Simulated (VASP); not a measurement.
# K2Ta2SbO4 (a cell with a defect) in VASP: a series of runs, part 2 of 2

VASP 6.6.1.

### Step 3. Single point, revPBE, collinear spin

The input, INCAR:

```
  ALGO = Normal
  EDIFF = 1E-6
  ENCUT = 520
  GGA = RE
  GGA_COMPAT = False
  ISIF = 2
  ISMEAR = -1
  ISPIN = 2
  ISYM = -1
  LASPH = True
  LCHARG = False
  LMAXMIX = 4
  LORBIT = 11
  LREAL = False
  LWAVE = False
  MAGMOM = 0 0 1 1 0 0 0 0 1
  NBANDS = 48
  NELM = 200
  PREC = Accurate
  SIGMA = 0.05
```

The input, KPOINTS:

```
explicit points
1
Reciprocal
  0.25000000   0.25000000   0.25000000 1
```

The input, POSCAR:

```
K2Ta2SbO4
1.0
    7.9708780000      0.0000000000      0.0000000000
    0.0000000000      3.9854390000      0.0000000000
    0.0000000000      0.0000000000      3.9854390000
K Ta O Sb
2 2 4 1
Direct
    0.0006740000      0.0039730000      0.0025980000
    0.5006170000      0.9964650000      0.0070350000
    0.2517200000      0.4972190000      0.5006860000
    0.7493560000      0.5051750000      0.4987980000
    0.7498220000      0.5040820000      0.9964300000
    0.0007950000      0.5052920000      0.4987210000
    0.2520990000      0.0025140000      0.5001260000
    0.7537790000      0.9951470000      0.4962230000
    0.4990620000      0.4961400000      0.5004240000
```

Potentials or basis: VASP PAW PBE potentials, release 64 (K_sv, Ta_pv, O, Sb).

Command:

```console
cat potpaw_PBE.64/K_sv/POTCAR potpaw_PBE.64/Ta_pv/POTCAR potpaw_PBE.64/O/POTCAR potpaw_PBE.64/Sb/POTCAR > POTCAR
mpirun -np 1 vasp_std > vasp.out
```

OUTCAR:

```text
EDIFF = 1E-6
   ENCUT = 520
   GGA = RE
   ISIF = 2
   ISMEAR = -1
   ISPIN = 2
   ISYM = -1
   LASPH = True
   LORBIT = 11
   LREAL = False
   NELM = 200
   PREC = Accurate

 ion  position               nearest neighbor table
   1  0.001  0.004  0.003-   8 2.78   6 2.80   6 2.81   8 2.82   7 2.82   5 2.82   5 2.82   6 2.83
                             6 2.83   7 2.83   3 3.44   3 3.45   4 3.45   4 3.45   4 3.46   3 3.47
   2  0.501  0.996  0.007-   7 2.79   5 2.79   9 2.80   9 2.80   8 2.81   7 2.83   5 2.84   9 2.84
                             9 2.84   8 2.87   4 3.41   3 3.43   3 3.43   4 3.44   4 3.45   3 3.46
   3  0.252  0.497  0.501-   9 1.97   7 1.97   6 2.00   7 2.01   2 3.43   2 3.43   1 3.44   1 3.45
                             2 3.46   2 3.46   1 3.47   1 3.48
   4  0.749  0.505  0.499-   8 1.95   5 1.98   9 2.00   5 2.00   6 2.00   8 2.03   2 3.41   2 3.44
                             1 3.45   2 3.45   1 3.45   1 3.46   1 3.47   2 3.48
   5  0.750  0.504  0.996-   4 1.98   4 2.00   2 2.79   9 2.81   1 2.82   1 2.82   9 2.83   2 2.84

   6  0.001  0.505  0.499-   3 2.00   4 2.00   1 2.80   1 2.81   1 2.83   1 2.83
   7  0.252  0.003  0.500-   3 1.97   3 2.01   9 2.78   2 2.79   9 2.82   1 2.82   2 2.83   1 2.83

   8  0.754  0.995  0.496-   4 1.95   4 2.03   1 2.78   2 2.81   1 2.82   9 2.84   9 2.85   2 2.87

   9  0.499  0.496  0.500-   3 1.97   4 2.00   7 2.78   2 2.80   2 2.80   5 2.81   7 2.82   5 2.83
                             2 2.84   2 2.84   8 2.84   8 2.85

IMPORTANT INFORMATION: All symmetrisations will be switched off!
NOSYMM: (Re-)initialisation of all symmetry stuff for point group C_1.

----------------------------------------------------------------------------------------

                                     Primitive cell

  volume of cell :     126.6072

  direct lattice vectors                    reciprocal lattice vectors
     7.970878000  0.000000000  0.000000000     0.125456694  0.000000000  0.000000000
     0.000000000  3.985439000  0.000000000     0.000000000  0.250913387  0.000000000
[... 172 lines left out ...]
      5     -29.5516      1.00000
      6     -29.0854      1.00000
[... 38 lines left out ...]
     45      12.3145      0.00000
     46      12.7583      0.00000
 [bands above 46 left out]

------------------------ aborting loop because EDIFF is reached ----------------------------------------

  FORCE on cell =-STRESS in cart. coord.  units (eV):
  Direction    XX          YY          ZZ          XY          YZ          ZX
  --------------------------------------------------------------------------------------
  -------------------------------------------------------------------------------------
  Total      130.4557815     21.5937730     16.7656345     -0.1405926     -6.2256776     -0.7651467
  in kB     1650.8796662    273.2628661    212.1641895     -1.7791584    -78.7841242     -9.6827068
  external PRESSURE =     712.1022406 kB  Pullay stress =       0.0000000 kB

 VOLUME and BASIS-vectors are now :
 -----------------------------------------------------------------------------
  energy-cutoff  :      520.00
  volume of cell :      126.61
      direct lattice vectors                 reciprocal lattice vectors
     7.970878000  0.000000000  0.000000000     0.125456694  0.000000000  0.000000000
     0.000000000  3.985439000  0.000000000     0.000000000  0.250913387  0.000000000
     0.000000000  0.000000000  3.985439000     0.000000000  0.000000000  0.250913387

 POSITION                                       TOTAL-FORCE (eV/Angst)
 -----------------------------------------------------------------------------------
      0.00537      0.01583      0.01035        -0.236479     -0.001928     -0.067242
      3.99036      3.97135      0.02804         0.339147      0.107413     -0.345081
      2.00643      1.98164      1.99545       -27.713988      0.098689     -0.302336
      5.97303      2.01334      1.98793        27.179672      0.306364     -1.033681
      5.97674      2.00899      3.97121         0.130236     -0.115975      0.570158
      0.00634      2.01381      1.98762         1.100941     -0.181715      0.404536
      2.00945      0.01002      1.99322        -1.012574     -0.175334     -0.023605
      6.00828      3.96610      1.97767         0.490979      0.479732     -0.038392
      3.97796      1.97734      1.99441        -0.277933     -0.517246      0.835644
 -----------------------------------------------------------------------------------
    total drift:                                0.001398      0.000224     -0.000949

  FREE ENERGIE OF THE ION-ELECTRON SYSTEM (eV)
  ---------------------------------------------------
  free  energy   TOTEN  =       -44.9958718640 eV

  energy  without entropy=      -44.9941982586  energy(sigma->0) =      -44.99503506

 total charge

# of ion       s       p       d       tot
------------------------------------------
    1        1.965   5.632   0.049   7.647
    2        1.985   5.654   0.130   7.770
    3        0.456   6.293   2.605   9.354
    4        0.435   6.395   2.576   9.406
    5        1.578   3.504   0.000   5.081
    6        1.581   3.484   0.000   5.065
    7        1.581   3.482   0.000   5.063
    8        1.576   3.514   0.000   5.090
    9        1.323   2.103   0.106   3.533
--------------------------------------------------
tot         12.481  40.060   5.467  58.008

 magnetization (x)

# of ion       s       p       d       tot
------------------------------------------
    1        0.001   0.003   0.003   0.007
    2       -0.000  -0.000  -0.001  -0.002
    3        0.018   0.040   0.395   0.454
    4        0.010   0.023   0.062   0.094
    5       -0.000  -0.000   0.000  -0.000
    6        0.004   0.068   0.000   0.072
    7       -0.000  -0.012   0.000  -0.012
    8       -0.000  -0.006   0.000  -0.006
    9        0.011   0.147   0.006   0.165
--------------------------------------------------
tot          0.043   0.263   0.466   0.772
```

OSZICAR:

```text
N       E                     dE             d eps       ncg     rms          rms(c)
DAV:   1     0.682825830240E+03    0.68283E+03   -0.35979E+04   192   0.145E+03
DAV:   2     0.175557144495E+01   -0.68107E+03   -0.65366E+03   224   0.424E+02
DAV:   3    -0.521332503354E+02   -0.53889E+02   -0.53329E+02   248   0.115E+02
DAV:   4    -0.545623242733E+02   -0.24291E+01   -0.24234E+01   336   0.184E+01
DAV:   5    -0.545841453582E+02   -0.21821E-01   -0.21818E-01   240   0.193E+00    0.452E+01
DAV:   6    -0.454956892688E+02    0.90885E+01   -0.43594E+01   216   0.334E+01    0.201E+01
DAV:   7    -0.450858961608E+02    0.40979E+00   -0.52727E+00   232   0.131E+01    0.134E+01
DAV:   8    -0.450494268092E+02    0.36469E-01   -0.18606E+00   224   0.540E+00    0.291E+00
DAV:   9    -0.450092404643E+02    0.40186E-01   -0.33532E-01   240   0.288E+00    0.144E+00
DAV:  10    -0.449929352682E+02    0.16305E-01   -0.12911E-01   232   0.126E+00    0.614E-01
DAV:  11    -0.449952736102E+02   -0.23383E-02   -0.23478E-02   224   0.551E-01    0.305E-01
DAV:  12    -0.449955789717E+02   -0.30536E-03   -0.27928E-03   224   0.234E-01    0.147E-01
DAV:  13    -0.449957435991E+02   -0.16463E-03   -0.76957E-04   264   0.133E-01    0.851E-02
DAV:  14    -0.449958475208E+02   -0.10392E-03   -0.16391E-04   256   0.693E-02    0.314E-02
DAV:  15    -0.449958666649E+02   -0.19144E-04   -0.43412E-05   240   0.306E-02    0.170E-02
DAV:  16    -0.449958704483E+02   -0.37834E-05   -0.82260E-06   232   0.135E-02    0.771E-03
DAV:  17    -0.449958715379E+02   -0.10896E-05   -0.42029E-06   200   0.929E-03    0.317E-03
DAV:  18    -0.449958718640E+02   -0.32612E-06   -0.60757E-07   144   0.481E-03
   1 F= -.44995872E+02 E0= -.44995035E+02  d E =-.167361E-02  mag=     0.9961
```

It took 37 s on 1 thread of Intel Xeon Platinum 8488C (Sapphire Rapids), shared host; peak memory 0.26 GiB.

Results:

| Quantity | Value |
| --- | --- |
| Free energy | -44.9959 eV |
| Pressure | 71.2 GPa |
| Largest force | 27.716 eV/Å |
| Net moment | 1.00 μB per cell |
| Site moments | K +0.01, -0.00; Ta +0.45, +0.09; O -0.00, +0.07, -0.01 (each value once); Sb +0.17 μB |
| Valence electrons inside the program's atomic spheres | K 7.65, 7.77; Ta 9.35, 9.41; O 5.08, 5.07, 5.06, 5.09; Sb 3.53 |

Forces on the atoms (eV/Å):
```
K    -0.236  -0.002  -0.067
K     0.339   0.107  -0.345
Ta  -27.714   0.099  -0.302
Ta   27.180   0.306  -1.034
O     0.130  -0.116   0.570
O     1.101  -0.182   0.405
O    -1.013  -0.175  -0.024
O     0.491   0.480  -0.038
Sb   -0.278  -0.517   0.836
```

Stress tensor (GPa, compression positive):
```
165.09  -0.18  -0.97
 -0.18  27.33  -7.88
 -0.97  -7.88  21.22
```

Levels at points of the mesh, in eV from the Fermi level:
Spin up:
```tsv
k point	band 33	band 34	band 35	band 36	band 37	band 38
(0.25, 0.25, 0.25)	-1.05	-0.90	-0.31	1.27	1.69	1.89
```
Spin down:
| k point | band 32 | band 33 | band 34 | band 35 | band 36 | band 37 |
| --- | --- | --- | --- | --- | --- | --- |
| (0.25, 0.25, 0.25) | -2.21 | -0.90 | -0.40 | 0.30 | 1.42 | 1.96 |

Caveat: atoms lie so close that the PAW spheres overlap strongly, which falsifies energies and pressures; the PAW data sets were made with another functional, which shifts forces and pressure a little; spin-orbit coupling is left out, which moves the levels of the heavy elements.
